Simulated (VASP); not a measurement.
# Si (Cmcm) in VASP: settings compared

Si is run at these levels: PBEsol, LDA; tasks: single point.

Program: VASP 6.6.1. These are calculated values, not measurements. Logs are shortened: lines on timing, memory, paths and dates and some standing lists are left out, and cuts for length are marked.

### Step 1. The cell of the first run

It takes space group Cmcm (No. 63, orthorhombic). The conventional cell has a = 3.823 Å, b = 10.695 Å, c = 12.654 Å, α = 90.00°, β = 90.00°, γ = 90.00°. Within 3.1 Å of Si (site symmetry m) lie 4 Si at 2.33 to 2.37 Å. Si (site symmetry m) has 4 Si at 2.35 to 2.37 Å within 3.1 Å. Si (site symmetry m) has 4 Si at 2.33 to 2.37 Å within 3.1 Å.

### Step 2. Single point, PBEsol

The input, INCAR:

```
PREC     = Accurate       # precision mode
ENCUT    = 520            # plane-wave cutoff, eV
EDIFF    = 1E-6           # SCF threshold, eV
ISMEAR   = 0              # smearing method
SIGMA    = 0.02           # smearing width, eV
LREAL    = F              # projectors in reciprocal space
LASPH    = T              # aspherical terms in the spheres
NELM     = 100            # most SCF steps
ALGO     = Normal         # electronic algorithm
ISIF     = 2              # what is computed and relaxed
LWAVE    = F              # write WAVECAR
LCHARG   = F              # write CHGCAR
GGA      = PS             # functional
NBANDS   = 36             # bands
```

The input, KPOINTS:

```
Automatic mesh
0
Gamma
  10 10 4
```

The input, POSCAR:

```
Si
1.0
    1.9115587848     -5.3476661561      0.0000000000
    1.9115587848      5.3476661561      0.0000000000
    0.0000000000      0.0000000000     12.6538471797
Si
12
Direct
    0.7570405043      0.2429594957      0.9450993343
    0.2429594957      0.7570405043      0.0549006657
    0.7570405043      0.2429594957      0.5549006657
    0.2429594957      0.7570405043      0.4450993343
    0.4286865207      0.5713134793      0.1572242050
    0.5713134793      0.4286865207      0.8427757950
    0.4286865207      0.5713134793      0.3427757950
    0.5713134793      0.4286865207      0.6572242050
    0.9712162890      0.0287837110      0.9093716909
    0.0287837110      0.9712162890      0.0906283091
    0.9712162890      0.0287837110      0.5906283091
    0.0287837110      0.9712162890      0.4093716909
```

Potentials or basis: VASP PAW PBE potentials, release 64 (Si).

Started as:

```bash
$ cat potpaw_PBE.64/Si/POTCAR > POTCAR
$ mpirun -np 1 vasp_std > vasp.out
```

OUTCAR:

```text
PREC = Accurate
   ENCUT = 520
   EDIFF = 1E-6
   ISMEAR = 0
   LREAL = F
   LASPH = T
   NELM = 100
   ISIF = 2
   GGA = PS

 ion  position               nearest neighbor table
   1  0.757  0.243  0.945-   9 2.33   2 2.37   2 2.37   6 2.37
   2  0.243  0.757  0.055-  10 2.33   1 2.37   1 2.37   5 2.37
   3  0.757  0.243  0.555-  11 2.33   4 2.37   4 2.37   8 2.37
   4  0.243  0.757  0.445-  12 2.33   3 2.37   3 2.37   7 2.37
   5  0.429  0.571  0.157-  10 2.35  10 2.35   7 2.35   2 2.37
   6  0.571  0.429  0.843-   9 2.35   9 2.35   8 2.35   1 2.37
   7  0.429  0.571  0.343-  12 2.35  12 2.35   5 2.35   4 2.37
   8  0.571  0.429  0.657-  11 2.35  11 2.35   6 2.35   3 2.37
   9  0.971  0.029  0.909-   1 2.33   6 2.35   6 2.35  10 2.37
  10  0.029  0.971  0.091-   2 2.33   5 2.35   5 2.35   9 2.37
  11  0.971  0.029  0.591-   3 2.33   8 2.35   8 2.35  12 2.37
  12  0.029  0.971  0.409-   4 2.33   7 2.35   7 2.35  11 2.37

  LATTYP: Found a base centered orthorhombic cell.
 ALAT       =     3.8231175696
 B/A-ratio  =     2.7975420890
 C/A-ratio  =     3.3098242336

  Lattice vectors:

 A1 = (   1.9115587848,  -5.3476661561,   0.0000000000)
 A2 = (   1.9115587848,   5.3476661561,   0.0000000000)
 A3 = (   0.0000000000,   0.0000000000,  12.6538471797)

Analysis of symmetry for initial positions (statically):
=====================================================================
 Subroutine PRICEL returns:
 Original cell was already a primitive cell.

 Routine SETGRP: Setting up the symmetry group for a
 base centered orthorhombic supercell.

 Subroutine GETGRP returns: Found  8 space group operations
 (whereof  4 operations were pure point group operations)
 out of a pool of  8 trial point group operations.

The static configuration has the point symmetry C_2h.
 The point group associated with its full space group is D_2h.

Analysis of symmetry for dynamics (positions and initial velocities):
=====================================================================
 Subroutine PRICEL returns:
 Original cell was already a primitive cell.

 Routine SETGRP: Setting up the symmetry group for a
 base centered orthorhombic supercell.

 Subroutine GETGRP returns: Found  8 space group operations
 (whereof  4 operations were pure point group operations)
 out of a pool of  8 trial point group operations.

The dynamic configuration has the point symmetry C_2h.
 The point group associated with its full space group is D_2h.

 Subroutine INISYM returns: Found  8 space group operations
 (whereof  4 operations are pure point group operations),
 and found     1 'primitive' translations

----------------------------------------------------------------------------------------

                                     Primitive cell

  volume of cell :     258.7048

  direct lattice vectors                    reciprocal lattice vectors
     1.911558785 -5.347666156  0.000000000     0.261566636 -0.093498731  0.000000000
     1.911558785  5.347666156  0.000000000     0.261566636  0.093498731  0.000000000
     0.000000000  0.000000000 12.653847180     0.000000000  0.000000000  0.079027349

  length of vectors
     5.679048363  5.679048363 12.653847180     0.277775300  0.277775300  0.079027349

  position of ions in fractional coordinates (direct lattice)
     0.757040504  0.242959496  0.945099334
     0.242959496  0.757040504  0.054900666
     0.757040504  0.242959496  0.554900666
     0.242959496  0.757040504  0.445099334
     0.428686521  0.571313479  0.157224205
     0.571313479  0.428686521  0.842775795
     0.428686521  0.571313479  0.342775795
     0.571313479  0.428686521  0.657224205
     0.971216289  0.028783711  0.909371691
     0.028783711  0.971216289  0.090628309
     0.971216289  0.028783711  0.590628309
     0.028783711  0.971216289  0.409371691

  ion indices of the primitive-cell ions
   primitive index   ion index
                 1           1
                 2           2
                 3           3
                 4           4
                 5           5
                 6           6
                 7           7
                 8           8
                 9           9
                10          10
                11          11
                12          12

----------------------------------------------------------------------------------------

 KPOINTS: Automatic mesh

Automatic generation of k-mesh.
 Grid dimensions read from file:
 generate k-points for:   10   10    4

 Generating k-lattice:

  Cartesian coordinates                     Fractional coordinates (reciprocal lattice)
     0.026156664 -0.009349873  0.000000000     0.100000000  0.000000000  0.000000000
     0.026156664  0.009349873  0.000000000     0.000000000  0.100000000  0.000000000
     0.000000000  0.000000000  0.019756837     0.000000000  0.000000000  0.250000000

  Length of vectors
     0.027777530  0.027777530  0.019756837

  Shift w.r.t. Gamma in fractional coordinates (k-lattice)
     0.000000000  0.000000000  0.000000000

 Subroutine IBZKPT returns following result:
 ===========================================

 Found     93 irreducible k-points:

 Following reciprocal coordinates:
            Coordinates               Weight
  0.000000  0.000000  0.000000      1.000000
  0.100000  0.000000  0.000000      4.000000
  0.200000  0.000000  0.000000      4.000000
  0.300000 -0.000000  0.000000      4.000000
  0.400000 -0.000000  0.000000      4.000000
  0.500000 -0.000000  0.000000      2.000000
[... 16 lines left out ...]
  0.300000  0.300000  0.000000      2.000000
  0.400000  0.300000  0.000000      4.000000
 [... further k-points ...]
   k-points           NKPTS =     93   k-points in BZ     NKDIM =     93   number of bands    NBANDS=     36
   number of dos      NEDOS =    301   number of ions     NIONS =     12
   total plane-waves  NPLWV = 169344
   dimension x,y,z NGX =    42 NGY =   42 NGZ =   96
   dimension x,y,z NGXF=    84 NGYF=   84 NGZF=  192
   ions per type =              12
   NGX,Y,Z   is equivalent  to a cutoff of  12.29, 12.29, 12.61 a.u.
   NGXF,Y,Z  is equivalent  to a cutoff of  24.59, 24.59, 25.22 a.u.
 SYSTEM =  unknown system
   PREC   = accura    normal or accurate (medium, high low for compatibility)
   ISTART =      0    job   : 0-new  1-cont  2-samecut
   ICHARG =      2    charge: 1-file 2-atom 10-const
   ISPIN  =      1    spin polarized calculation?
   LNONCOLLINEAR =      F non collinear calculations
   LSORBIT =      F    spin-orbit coupling
   LASPH  =      T    aspherical Exc in radial PAW
   ENCUT  =  520.0 eV  38.22 Ry    6.18 a.u.  10.56 10.56 23.53*2*pi/ulx,y,z
   NELM   =    100;   NELMIN=  2; NELMDL= -5     # of ELM steps
   EDIFF  = 0.1E-05   stopping-criterion for ELM
   LREAL  =      F    real-space projection
   EDIFFG = 0.1E-04   stopping-criterion for IOM
   NSW    =      0    number of steps for IOM
   IBRION =     -1    ionic relax: 0-MD 1-quasi-New 2-CG
   NFREE  =      0    steps in history (QN), initial steepest desc. (CG)
   ISIF   =      2    stress and relaxation
   ISYM   =      2    0-nonsym 1-usesym 2-fastsym
   POTIM  = 0.5000    time-step for ionic-motion
   TEBEG  =    0.0;   TEEND  =   0.0 temperature during run
   PSTRESS=    0.0 pullay stress
   NELECT =      48.0000    total number of electrons
   NUPDOWN=      -1.0000    fix difference up-down
   EMIN   =  10.00;   EMAX   =-10.00  energy-range for DOS
   EFERMI =   0.00;   METHOD = LEGACY
   ISMEAR =     0;   SIGMA  =   0.02  broadening in eV -4-tet -1-fermi 0-gaus
   EFERMI_NEDOS =   21; number of points for ismear=-14 and -15
   IALGO  =     38    algorithm
   IMIX   =      4    mixing-type and parameters
     AMIX     =   0.40;   BMIX     =  1.00
     AMIX_MAG =   1.60;   BMIX_MAG =  1.00
  volume/ion in A,a.u.               =      21.56       145.49
  Fermi-wavevector in a.u.,A,eV,Ry     =   0.933728  1.764490 11.862213  0.871848
  Thomas-Fermi vector in A             =   2.060460
   LORBIT       =      0    0 simple, 1 ext, 2 COOP (PROOUT), +10 PAW based schemes
   GGA     = PS    functional components
   LHFCALC =     F    Hartree Fock is set to
   AEXX    =    0.0000 exact exchange contribution
   IVDW    =     0    specifies the selected vdW correction
   LEPSILON=     F    determine dielectric tensor
   LRPA    =     F    only Hartree local field effects (RPA)
 non-spin polarized calculation
 Gauss-broadening in eV      SIGMA  =   0.02
  energy-cutoff  :      520.00
  volume of cell :      258.70
 maximum number of plane-waves:      7000
   NGX = 21   NGY = 21   NGZ = 47

 number of electron      48.0000000 magnetization

 Free energy of the ion-electron system (eV)
  ---------------------------------------------------
  ext. energy  EPLUGINS =         0.00000000
  ---------------------------------------------------
  free energy    TOTEN  =       -67.84509508 eV

  energy without entropy =      -67.84509508  energy(sigma->0) =      -67.84509508

 E-fermi :   5.2674     XC(G=0):  -9.0774

 val. band max:        5.1457009870   @ k =   0.5000   0.5000   0.0000
 cond. band min:       5.5388315562   @ k =  -0.4000   0.4000   0.0000
 fundamental gap:      0.3931305692
 Fermi energy:         5.2674142205

 k-point     1 :       0.0000    0.0000    0.0000
  band No.  band energies     occupation
      1      -7.0136      2.00000
      2      -6.6793      2.00000
      3      -5.4402      2.00000
      4      -4.1076      2.00000
      5      -3.5779      2.00000
      6      -2.7787      2.00000
[... 28 lines left out ...]
     35       8.7352      0.00000
     36       9.4131      0.00000
[... 866 lines left out ...]
      6      -3.4566      2.00000
[... 28 lines left out ...]
     35       9.1126      0.00000
     36       9.2219      0.00000

 [... further k-points ...]

------------------------ aborting loop because EDIFF is reached ----------------------------------------

  FORCE on cell =-STRESS in cart. coord.  units (eV):
  Direction    XX          YY          ZZ          XY          YZ          ZX
  --------------------------------------------------------------------------------------
  -------------------------------------------------------------------------------------
  Total        0.1863214      0.2089260      0.1746963      0.0000000     -0.0000000      0.0000000
  in kB        1.1539015      1.2938937      1.0819068      0.0000000     -0.0000000      0.0000000
  external PRESSURE =       1.1765673 kB  Pullay stress =       0.0000000 kB

 VOLUME and BASIS-vectors are now :
 -----------------------------------------------------------------------------
  energy-cutoff  :      520.00
  volume of cell :      258.70
      direct lattice vectors                 reciprocal lattice vectors
     1.911558785 -5.347666156  0.000000000     0.261566636 -0.093498731  0.000000000
     1.911558785  5.347666156  0.000000000     0.261566636  0.093498731  0.000000000
     0.000000000  0.000000000 12.653847180     0.000000000  0.000000000  0.079027349

 POSITION                                       TOTAL-FORCE (eV/Angst)
 -----------------------------------------------------------------------------------
      1.91156     -2.74913     11.95914         0.000000     -0.000493     -0.005267
      1.91156      2.74913      0.69470         0.000000      0.000493      0.005267
      1.91156     -2.74913      7.02163         0.000000     -0.000493      0.005267
      1.91156      2.74913      5.63222         0.000000      0.000493     -0.005267
      1.91156      0.76272      1.98949         0.000000      0.001508      0.003021
      1.91156     -0.76272     10.66436         0.000000     -0.001508     -0.003021
      1.91156      0.76272      4.33743         0.000000      0.001508     -0.003021
      1.91156     -0.76272      8.31641         0.000000     -0.001508      0.003021
      1.91156     -5.03981     11.50705         0.000000      0.004031     -0.005541
      1.91156      5.03981      1.14680         0.000000     -0.004031      0.005541
      1.91156     -5.03981      7.47372         0.000000      0.004031      0.005541
      1.91156      5.03981      5.18013         0.000000     -0.004031     -0.005541
 -----------------------------------------------------------------------------------
    total drift:                               -0.000000     -0.000000      0.000000

  FREE ENERGIE OF THE ION-ELECTRON SYSTEM (eV)
  ---------------------------------------------------
  free  energy   TOTEN  =       -67.8450950825 eV

  energy  without entropy=      -67.8450950825  energy(sigma->0) =      -67.84509508
```

It took 28 min on 1 thread of Oxide Virtual Turin-like, shared host; peak memory 0.74 GiB.

What came out:

| Item | Value |
| --- | --- |
| Free energy | -67.8451 eV |
| Pressure | 0.1 GPa |
| Largest force | 0.007 eV/Å |
| Band gap on the k mesh | 0.39 eV (least direct gap 0.48 eV) |

Forces on the atoms (eV/Å):
```
Si   0.000  0.000 -0.005
Si   0.000  0.000  0.005
Si   0.000  0.000  0.005
Si   0.000  0.000 -0.005
Si   0.000  0.002  0.003
Si   0.000 -0.002 -0.003
Si   0.000  0.002 -0.003
Si   0.000 -0.002  0.003
Si   0.000  0.004 -0.006
Si   0.000 -0.004  0.006
Si   0.000  0.004  0.006
Si   0.000 -0.004 -0.006
```

Caveat: the PAW data sets were made with another functional, which shifts forces and pressure a little. A k mesh can miss the band edges.

### Step 3. Single point, LDA

The input, INCAR:

```
  PREC = Accurate
  ENCUT = 520
  EDIFF = 1E-6
  ISMEAR = 0
  SIGMA = 0.02
  LREAL = F
  LASPH = T
  NELM = 80
  ALGO = Normal
  ISIF = 2
  LWAVE = F
  LCHARG = F
  GGA = CA
  NBANDS = 36
```

The input, KPOINTS:

```
regular mesh
0
Gamma
  10 10 4
```

POSCAR is that of step 2.

Potentials or basis: VASP PAW LDA potentials, release 64 (Si).

Started as:

```bash
$ cat potpaw_LDA.64/Si/POTCAR > POTCAR
$ mpirun -np 1 vasp_std > vasp.out
```

Run time: 37 min. Hardware: 1 thread of Oxide Virtual Turin-like, shared host; peak memory 0.65 GiB.

Results (log left out):

```
Free energy            : -70.3108 eV
Pressure               : -1.4 GPa
Largest force          : 0.041 eV/Å
Band gap on the k mesh : 0.40 eV (least direct gap 0.49 eV)
```

Forces on the atoms (eV/Å):
```
Si   0.000 -0.014  0.038
Si   0.000  0.014 -0.038
Si   0.000 -0.014 -0.038
Si   0.000  0.014  0.038
Si   0.000 -0.017 -0.017
Si   0.000  0.017  0.017
Si   0.000 -0.017  0.017
Si   0.000  0.017 -0.017
Si   0.000 -0.014  0.030
Si   0.000  0.014 -0.030
Si   0.000 -0.014 -0.030
Si   0.000  0.014  0.030
```

Levels at points of the mesh, in eV from the valence-band top:
| k point | band 21 | band 22 | band 23 | band 24 | band 25 | band 26 | band 27 | band 28 |
| --- | --- | --- | --- | --- | --- | --- | --- | --- |
| (0.00, 0.00, 0.00) | -1.29 | -0.99 | -0.54 | -0.46 | 0.56 | 1.18 | 1.23 | 1.31 |
| (0.50, 0.00, 0.00) | -2.17 | -2.04 | -2.02 | -1.24 | 1.13 | 1.27 | 1.36 | 1.61 |
| (0.50, 0.50, 0.00) | -1.08 | -0.77 | -0.41 | 0.00 | 0.49 | 0.62 | 1.44 | 1.76 |
| (0.00, 0.00, 0.50) | -1.09 | -1.09 | -0.89 | -0.89 | 0.98 | 0.98 | 1.39 | 1.39 |
| (0.50, 0.00, 0.50) | -1.99 | -1.99 | -1.66 | -1.66 | 1.34 | 1.34 | 1.81 | 1.81 |
| (0.50, 0.50, 0.50) | -1.12 | -1.12 | -0.12 | -0.12 | 0.43 | 0.43 | 1.65 | 1.65 |

A k mesh can miss the band edges.
